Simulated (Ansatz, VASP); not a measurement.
# LiNbO3: VASP beside Ansatz

```xyz
5
Lattice="3.9534 0.0000 0.0000 0.0000 3.9534 0.0000 0.0000 0.0000 3.9534" Properties=species:S:1:pos:R:3 pbc="T T T"
Li    0.0000    0.0000    0.0000
Nb    1.9767    1.9767    1.9767
O     1.9767    1.9767    0.0000
O     1.9767    0.0000    1.9767
O     0.0000    1.9767    1.9767
```

Alike in both runs: functional PBE; k mesh 6 × 6 × 6; occupations gaussian, width 0.1 eV; no spin polarisation.

Ansatz relaxed the structure, and its values are those at the end. VASP's run is a single point on that final structure, the one shown.

|  | VASP | Ansatz |
| --- | --- | --- |
| version | VASP 6.6.1 | Ansatz 0.2.0 |
| potentials or method | VASP PAW PBE potentials, release 64 (Li_sv, Nb_sv, O), cutoff 520 eV | scalar-relativistic, plane waves, PAW |
| valence electrons in the cell | 34 | 34 |

Ansatz gave:

```
gap on the k mesh at the Fermi level (eV) : 1.70
least direct gap on the mesh (eV)         : 2.49
```

Question: Estimate VASP's values.

Answer: gap on the k mesh at the Fermi level (eV): 1.68; least direct gap on the mesh (eV): 2.48.

With one functional, cell and mesh, what is left measures potentials, basis and numerics.

Noted on VASP's run: the cutoff is under 1.25 times that of the potentials, so the pressure is a little rough.
